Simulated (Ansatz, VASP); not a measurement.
**One calculation of Sb, two programs**

```
Sb
1.0
     2.15060    1.24165    3.66912
    -2.15060    1.24165    3.66912
     0.00000   -2.48330    3.66912
Sb
2
Direct
  0.23364 0.23364 0.23364
  0.76636 0.76636 0.76636
```

Change from the starting cell: zz strain of -2 %.

Alike in both runs: task single point; functional LDA; k mesh 12 × 12 × 12; occupations fermi-dirac, width 0.03 eV; no spin polarisation.

```csv
,VASP,Ansatz
version,VASP 6.6.1,Ansatz 0.2.0
potentials or method,"VASP PAW LDA potentials, release 64 (Sb), cutoff 520 eV","all-electron LAPW, scalar-relativistic"
```

|  | VASP | Ansatz | Ansatz less VASP |
| --- | --- | --- | --- |
| pressure (GPa) | 0.5 | 0.2 | -0.29 |
| traceless stress, the component that is largest in VASP (GPa) | 0.09 | 0.18 | +0.082 |
| rms of the force components (eV/Å) | 0.159 | 0.118 | -0.0406 |

LDA's correlation is that of Perdew and Zunger in VASP and of Perdew and Wang (1992) in Ansatz. Atom by atom the forces differ by 0.041 eV/Å (rms over components). Ansatz ran all-electron here, and VASP with PAW potentials.

Spin-orbit coupling is off throughout.
